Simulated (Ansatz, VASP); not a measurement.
**Mo in VASP and in Ansatz**

```
Mo
1.0
     2.97487    0.00000    0.00000
    -1.48743    2.16173    0.00000
     0.00000    0.00000    2.55518
Mo
1
Direct
  0.00000 0.00000 0.50000
```

Change from the starting cell: strain +0.0875 x Voigt [1, -1, 0, 0, 0, 0], atoms carried along.

Alike in both runs: task single point; functional r2SCAN; k mesh 18 × 18 × 18; occupations gaussian, width 0.15 eV; no spin polarisation.

|  | VASP | Ansatz |
| --- | --- | --- |
| version | VASP 6.6.1 | Ansatz 0.2.0 |
| potentials or method | VASP PAW PBE potentials, release 64 (Mo_sv), cutoff 520 eV | scalar-relativistic, plane waves, PAW |
| valence electrons in the cell | 14 | 14 |

```tsv
	VASP	Ansatz	Ansatz less VASP
gap on the k mesh at the Fermi level (eV)	none	none	-
pressure (GPa)	5.3	4.2	-1.12
traceless stress, the component that is largest in VASP (GPa)	-4.76	-4.85	-0.094
```

VASP's potentials were made for PBE, not for r2SCAN. A gap of «none» marks a metal or a gap that the smearing closes.
